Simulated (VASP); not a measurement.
# Mg2Si3N3 (P-62m) in VASP: further runs

Runs on Mg2Si3N3. Level: PBE. Tasks: single point.

All numbers are computed with VASP 6.6.1; they aren't measurements. Logs are shortened: lines on timing, memory, paths and dates and some standing lists are left out, and cuts for length are marked.

## Step 1: The cell of the first run

The structure is hexagonal, space group P-62m (No. 189). The conventional cell has a = 6.451 Å, b = 6.451 Å, c = 2.734 Å, α = 90.00°, β = 90.00°, γ = 120.00°. Mg (site symmetry -6) has 6 N at 2.42 Å and 3 Si at 2.67 Å and 2 Mg at 2.73 Å within 3.2 Å. Within 2.4 Å of Si (site symmetry m2m) lie 2 N at 1.82 Å and 2 Si at 2.27 Å. Within 2.4 Å of N (site symmetry m2m) lie 2 Si at 1.82 Å.

## Step 2: Single point, PBE, collinear spin, ferromagnetic start

File INCAR:

```
SYSTEM = Mg2Si3N3
PREC = Accurate
ENCUT = 600
EDIFF = 1E-6
ISMEAR = 0
SIGMA = 0.1
LREAL = .False.
LASPH = .True.
NELM = 200
ALGO = Normal
ISIF = 2
LWAVE = .False.
LCHARG = .False.
ISPIN = 2
MAGMOM = 0 0 0 0 0 1 1 1
LORBIT = 11
GGA = PE
NBANDS = 30
GGA_COMPAT = .False.
```

File KPOINTS:

```
Automatic mesh
0
Gamma
  3 3 6
  0 0 0
```

File POSCAR:

```
Mg2Si3N3
1.0
    6.4513642035      0.0000000000      0.0000000000
   -3.2256821017      5.5870452893      0.0000000000
    0.0000000000      0.0000000000      2.7340882308
Mg Si N
2 3 3
Direct
    0.6666666667      0.3333333333      0.0000000000
    0.3333333333      0.6666666667      0.0000000000
    0.0000000000      0.2033861273      0.0000000000
    0.7966138727      0.7966138727      0.0000000000
    0.2033861273      0.0000000000      0.0000000000
    0.0000000000      0.3907500851      0.5000000000
    0.6092499149      0.6092499149      0.5000000000
    0.3907500851      0.0000000000      0.5000000000
```

Potentials or basis: VASP PAW PBE potentials, release 64 (Mg, Si, N).

Started as:

```sh
$ cat potpaw_PBE.64/Mg/POTCAR potpaw_PBE.64/Si/POTCAR potpaw_PBE.64/N/POTCAR > POTCAR
$ mpirun -np 1 vasp_std > vasp.out
```

OUTCAR:

```text
SYSTEM = Mg2Si3N3
   PREC = Accurate
   ENCUT = 600
   EDIFF = 1E-6
   ISMEAR = 0
   LREAL = .False.
   LASPH = .True.
   NELM = 200
   ISIF = 2
   ISPIN = 2
   LORBIT = 11
   GGA = PE

 ion  position               nearest neighbor table
   1  0.667  0.333  0.000-   6 2.42   6 2.42   8 2.42   8 2.42   7 2.42   7 2.42   3 2.67   5 2.67
                             4 2.67
   2  0.333  0.667  0.000-   8 2.42   8 2.42   6 2.42   6 2.42   7 2.42   7 2.42   5 2.67   3 2.67
                             4 2.67
   3  0.000  0.203  0.000-   6 1.82   6 1.82   5 2.27   4 2.27   1 2.67   2 2.67
   4  0.797  0.797  0.000-   7 1.82   7 1.82   3 2.27   5 2.27   1 2.67   2 2.67
   5  0.203  0.000  0.000-   8 1.82   8 1.82   3 2.27   4 2.27   2 2.67   1 2.67
   6  0.000  0.391  0.500-   3 1.82   3 1.82   1 2.42   1 2.42   2 2.42   2 2.42
   7  0.609  0.609  0.500-   4 1.82   4 1.82   1 2.42   1 2.42   2 2.42   2 2.42
   8  0.391  0.000  0.500-   5 1.82   5 1.82   2 2.42   2 2.42   1 2.42   1 2.42

  LATTYP: Found a hexagonal cell.
 ALAT       =     6.4513642035
 C/A-ratio  =     0.4238000126

  Lattice vectors:

 A1 = (   6.4513642035,   0.0000000000,   0.0000000000)
 A2 = (  -3.2256821017,   5.5870452893,   0.0000000000)
 A3 = (   0.0000000000,   0.0000000000,   2.7340882308)

Analysis of symmetry for initial positions (statically):
=====================================================================
 Subroutine PRICEL returns:
 Original cell was already a primitive cell.

 Routine SETGRP: Setting up the symmetry group for a
 hexagonal supercell.

 Subroutine GETGRP returns: Found 12 space group operations
 (whereof 12 operations were pure point group operations)
 out of a pool of 24 trial point group operations.

The static configuration has the point symmetry D_3h.

Analysis of symmetry for dynamics (positions and initial velocities):
=====================================================================
 Subroutine PRICEL returns:
 Original cell was already a primitive cell.

 Routine SETGRP: Setting up the symmetry group for a
 hexagonal supercell.

 Subroutine GETGRP returns: Found 12 space group operations
 (whereof 12 operations were pure point group operations)
 out of a pool of 24 trial point group operations.

The dynamic configuration has the point symmetry D_3h.

Analysis of structural, dynamic, and magnetic symmetry:
=====================================================================
 Subroutine PRICEL returns:
 Original cell was already a primitive cell.

 Routine SETGRP: Setting up the symmetry group for a
 hexagonal supercell.

 Subroutine GETGRP returns: Found 12 space group operations
 (whereof 12 operations were pure point group operations)
 out of a pool of 24 trial point group operations.

The overall configuration has the point symmetry D_3h.

 Subroutine INISYM returns: Found 12 space group operations
 (whereof 12 operations are pure point group operations),
 and found     1 'primitive' translations

----------------------------------------------------------------------------------------

                                     Primitive cell

  volume of cell :      98.5477

  direct lattice vectors                    reciprocal lattice vectors
     6.451364203  0.000000000  0.000000000     0.155005975  0.089492742  0.000000000
    -3.225682102  5.587045289  0.000000000     0.000000000  0.178985483  0.000000000
     0.000000000  0.000000000  2.734088231     0.000000000  0.000000000  0.365752644

  length of vectors
     6.451364203  6.451364203  2.734088231     0.178985483  0.178985483  0.365752644

  position of ions in fractional coordinates (direct lattice)
     0.666666667  0.333333333  0.000000000
     0.333333333  0.666666667  0.000000000
     0.000000000  0.203386127  0.000000000
     0.796613873  0.796613873  0.000000000
     0.203386127  0.000000000  0.000000000
     0.000000000  0.390750085  0.500000000
     0.609249915  0.609249915  0.500000000
     0.390750085  0.000000000  0.500000000

  ion indices of the primitive-cell ions
   primitive index   ion index
[... 51 lines left out ...]
   total plane-waves  NPLWV =  69984
   dimension x,y,z NGX =    54 NGY =   54 NGZ =   24
   dimension x,y,z NGXF=   108 NGYF=  108 NGZF=   48
   ions per type =               2   3   3
   NGX,Y,Z   is equivalent  to a cutoff of  13.92, 13.92, 14.59 a.u.
   NGXF,Y,Z  is equivalent  to a cutoff of  27.83, 27.83, 29.19 a.u.
 SYSTEM =  Mg2Si3N3
   PREC   = accura    normal or accurate (medium, high low for compatibility)
   ISTART =      0    job   : 0-new  1-cont  2-samecut
   ICHARG =      2    charge: 1-file 2-atom 10-const
   ISPIN  =      2    spin polarized calculation?
   LNONCOLLINEAR =      F non collinear calculations
   LSORBIT =      F    spin-orbit coupling
   LASPH  =      T    aspherical Exc in radial PAW
   ENCUT  =  600.0 eV  44.10 Ry    6.64 a.u.  12.88 12.88  5.46*2*pi/ulx,y,z
   NELM   =    200;   NELMIN=  2; NELMDL= -5     # of ELM steps
   EDIFF  = 0.1E-05   stopping-criterion for ELM
   LREAL  =      F    real-space projection
   EDIFFG = 0.1E-04   stopping-criterion for IOM
   NSW    =      0    number of steps for IOM
   IBRION =     -1    ionic relax: 0-MD 1-quasi-New 2-CG
   NFREE  =      0    steps in history (QN), initial steepest desc. (CG)
   ISIF   =      2    stress and relaxation
   ISYM   =      2    0-nonsym 1-usesym 2-fastsym
   POTIM  = 0.5000    time-step for ionic-motion
   TEBEG  =    0.0;   TEEND  =   0.0 temperature during run
   PSTRESS=    0.0 pullay stress
   NELECT =      31.0000    total number of electrons
   NUPDOWN=      -1.0000    fix difference up-down
   EMIN   =  10.00;   EMAX   =-10.00  energy-range for DOS
   EFERMI =   0.00;   METHOD = LEGACY
   ISMEAR =     0;   SIGMA  =   0.10  broadening in eV -4-tet -1-fermi 0-gaus
   EFERMI_NEDOS =   21; number of points for ismear=-14 and -15
   IALGO  =     38    algorithm
   IMIX   =      4    mixing-type and parameters
     AMIX     =   0.40;   BMIX     =  1.00
     AMIX_MAG =   1.60;   BMIX_MAG =  1.00
  volume/ion in A,a.u.               =      12.32        83.13
  Fermi-wavevector in a.u.,A,eV,Ry     =   1.113388  2.103999 16.866236  1.239633
  Thomas-Fermi vector in A             =   2.249973
   LORBIT       =     11    0 simple, 1 ext, 2 COOP (PROOUT), +10 PAW based schemes
   GGA     = PE    functional components
   LHFCALC =     F    Hartree Fock is set to
   AEXX    =    0.0000 exact exchange contribution
   IVDW    =     0    specifies the selected vdW correction
   LEPSILON=     F    determine dielectric tensor
   LRPA    =     F    only Hartree local field effects (RPA)
 spin polarized calculation
 Gauss-broadening in eV      SIGMA  =   0.10
  energy-cutoff  :      600.00
  volume of cell :       98.55
 maximum number of plane-waves:      3318
 NGX is ok and might be reduce to    54
   NGX = 25   NGY = 25   NGZ = 11

 number of electron      30.9999998 magnetization       0.0004464

 number of electron      30.9999998 magnetization      -0.0003767

 Free energy of the ion-electron system (eV)
  ---------------------------------------------------
  ext. energy  EPLUGINS =         0.00000000
  ---------------------------------------------------
  free energy    TOTEN  =       -46.41903182 eV

  energy without entropy =      -46.41443172  energy(sigma->0) =      -46.41673177

 E-fermi :   7.2695     XC(G=0): -10.5219

 val. band max:        7.2303939787   @ k =   0.0000   0.0000   0.0000
 cond. band min:       7.8156444154   @ k =   0.0000   0.0000   0.5000
 fundamental gap:      0.5852504367
 Fermi energy:         7.2694709031

 spin component 1

 k-point     1 :       0.0000    0.0000    0.0000
  band No.  band energies     occupation
      1     -10.3064      1.00000
      2      -9.5663      1.00000
      3      -9.5663      1.00000
      4      -3.6024      1.00000
      5      -0.5265      1.00000
      6      -0.5265      1.00000
[... 349 lines left out ...]
     26      13.3963      0.00000
     27      15.7770      0.00000
 Fermi energy:         7.2694709031

 spin component 2

 k-point     1 :       0.0000    0.0000    0.0000
  band No.  band energies     occupation
      1     -10.3064      1.00000
      2      -9.5663      1.00000
      3      -9.5663      1.00000
      4      -3.6025      1.00000
      5      -0.5266      1.00000
      6      -0.5266      1.00000
[... 349 lines left out ...]
     26      13.3960      0.00000
     27      15.7766      0.00000
 [bands above 27 left out]

------------------------ aborting loop because EDIFF is reached ----------------------------------------

  FORCE on cell =-STRESS in cart. coord.  units (eV):
  Direction    XX          YY          ZZ          XY          YZ          ZX
  --------------------------------------------------------------------------------------
  -------------------------------------------------------------------------------------
  Total       -0.3341899     -0.3341899     -0.0252304     -0.0000000     -0.0000000      0.0000000
  in kB       -5.4332241     -5.4332241     -0.4101939     -0.0000000     -0.0000000      0.0000000
  external PRESSURE =      -3.7588807 kB  Pullay stress =       0.0000000 kB

 VOLUME and BASIS-vectors are now :
 -----------------------------------------------------------------------------
  energy-cutoff  :      600.00
  volume of cell :       98.55
      direct lattice vectors                 reciprocal lattice vectors
     6.451364203  0.000000000  0.000000000     0.155005975  0.089492742  0.000000000
    -3.225682102  5.587045289  0.000000000     0.000000000  0.178985483  0.000000000
     0.000000000  0.000000000  2.734088231     0.000000000  0.000000000  0.365752644

 POSITION                                       TOTAL-FORCE (eV/Angst)
 -----------------------------------------------------------------------------------
      3.22568      1.86235      0.00000         0.000000     -0.000000     -0.000000
     -0.00000      3.72470      0.00000         0.000000      0.000000     -0.000000
     -0.65606      1.13633      0.00000        -0.006777      0.011738     -0.000000
      2.56962      4.45072      0.00000        -0.006777     -0.011738     -0.000000
      1.31212      0.00000      0.00000         0.013554      0.000000     -0.000000
     -1.26044      2.18314      1.36704         0.003914     -0.006779     -0.000000
      1.96525      3.40391      1.36704         0.003914      0.006779      0.000000
      2.52087      0.00000      1.36704        -0.007828     -0.000000     -0.000000
 -----------------------------------------------------------------------------------
    total drift:                               -0.000000     -0.000000      0.000000

  FREE ENERGIE OF THE ION-ELECTRON SYSTEM (eV)
  ---------------------------------------------------
  free  energy   TOTEN  =       -46.4190318154 eV

  energy  without entropy=      -46.4144317167  energy(sigma->0) =      -46.41673177

 total charge

# of ion       s       p       d       tot
------------------------------------------
    1        0.141   0.132   0.044   0.317
    2        0.141   0.132   0.044   0.317
    3        0.721   0.943   0.000   1.664
    4        0.721   0.943   0.000   1.664
    5        0.721   0.943   0.000   1.664
    6        1.243   2.489   0.000   3.733
    7        1.243   2.489   0.000   3.733
    8        1.243   2.489   0.000   3.733
--------------------------------------------------
tot          6.175  10.562   0.088  16.825

 magnetization (x)

# of ion       s       p       d       tot
------------------------------------------
    1       -0.000  -0.000  -0.000  -0.000
    2       -0.000  -0.000  -0.000  -0.000
    3        0.000   0.000   0.000   0.000
    4        0.000   0.000   0.000   0.000
    5        0.000   0.000   0.000   0.000
    6       -0.000   0.000   0.000  -0.000
    7       -0.000   0.000   0.000  -0.000
    8       -0.000   0.000   0.000  -0.000
--------------------------------------------------
tot         -0.000  -0.000  -0.000  -0.000
```

Run time: 58 s. Hardware: 1 thread of Intel Xeon 6975P-C (Granite Rapids), shared host; peak memory 0.33 GiB.

What came out:

```
Free energy                                           : -46.4190 eV
Pressure                                              : -0.4 GPa
Largest force                                         : 0.014 eV/Å
Net moment                                            : 0.00 μB per cell
Valence electrons inside the program's atomic spheres : Mg 0.32; Si 1.66; N 3.73
```

Forces in eV/Å, atoms in the order of the input:
```
Mg   0.000  0.000  0.000
Mg   0.000  0.000  0.000
Si  -0.007  0.012  0.000
Si  -0.007 -0.012  0.000
Si   0.014  0.000  0.000
N    0.004 -0.007  0.000
N    0.004  0.007  0.000
N   -0.008  0.000  0.000
```

Caveat: the k points lie up to 0.38 Å⁻¹ apart.

## Step 3: Single point, PBE, collinear spin, ferromagnetic start

This run uses another cell than the first one, of 12.47 Å³/atom, 1.012 times its volume.

File INCAR:

```
SYSTEM = Mg2Si3N3
  PREC = Accurate
  ENCUT = 600
  EDIFF = 1E-6
  ISMEAR = 0
  SIGMA = 0.1
  LREAL = .False.
  LASPH = .True.
  NELM = 200
  ALGO = Normal
  ISIF = 2
  LWAVE = .False.
  LCHARG = .False.
  ISPIN = 2
  MAGMOM = 0 0 0 0 0 1 1 1
  LORBIT = 11
  GGA = PE
  NBANDS = 30
  GGA_COMPAT = .False.
```

KPOINTS is that of step 2.

File POSCAR:

```
Mg2Si3N3
1.0
    6.4814645181      0.0000000000      0.0000000000
   -3.2407322591      5.6131129264      0.0000000000
    0.0000000000      0.0000000000      2.7412916907
Mg Si N
2 3 3
Direct
    0.6666666667      0.3333333333      0.0000000000
    0.3333333333      0.6666666667      0.0000000000
    0.0000000000      0.2043481952      0.0000000000
    0.7956518048      0.7956518048      0.0000000000
    0.2043481952      0.0000000000      0.0000000000
    0.0000000000      0.3876781681      0.5000000000
    0.6123218319      0.6123218319      0.5000000000
    0.3876781681      0.0000000000      0.5000000000
```

Potentials or basis: VASP PAW PBE potentials, release 64 (Mg, Si, N).

Started as:

```sh
$ cat potpaw_PBE.64/Mg/POTCAR potpaw_PBE.64/Si/POTCAR potpaw_PBE.64/N/POTCAR > POTCAR
$ mpirun -np 1 vasp_std > vasp.out
```

Wall time 56 s (1 thread of Intel Xeon 6975P-C (Granite Rapids), shared host); peak memory 0.32 GiB.

Results (log left out):

```
Free energy                                           : -46.4002 eV
Pressure                                              : -0.9 GPa
Largest force                                         : 0.580 eV/Å
Net moment                                            : 0.00 μB per cell
Valence electrons inside the program's atomic spheres : Mg 0.31; Si 1.66; N 3.74
```

Forces on the atoms (eV/Å):
```
Mg   0.000  0.000  0.000
Mg   0.000  0.000  0.000
Si   0.290 -0.502  0.000
Si   0.290  0.502  0.000
Si  -0.580  0.000  0.000
N   -0.157  0.272  0.000
N   -0.157 -0.272  0.000
N    0.314  0.000  0.000
```

Stress tensor (GPa, compression positive):
```
-1.45  0.00  0.00
 0.00 -1.45  0.00
 0.00  0.00  0.15
```

Levels at points of the mesh, in eV from the Fermi level:
Spin up:
```tsv
k point	band 13	band 14	band 15	band 16	band 17	band 18	band 19	band 20
(0.00, 0.00, 0.00)	-3.23	-1.23	-1.23	-0.20	2.44	2.44	4.03	4.03
(0.00, 0.00, 0.50)	-3.14	-2.78	-2.78	-1.20	0.35	3.38	3.38	3.52
```
Spin down:
| k point | band 13 | band 14 | band 15 | band 16 | band 17 | band 18 | band 19 | band 20 |
| --- | --- | --- | --- | --- | --- | --- | --- | --- |
| (0.00, 0.00, 0.00) | -3.23 | -1.23 | -1.23 | -0.20 | 2.44 | 2.44 | 4.03 | 4.03 |
| (0.00, 0.00, 0.50) | -3.14 | -2.78 | -2.78 | -1.20 | 0.35 | 3.38 | 3.38 | 3.52 |

Caveat: the k points lie up to 0.38 Å⁻¹ apart.
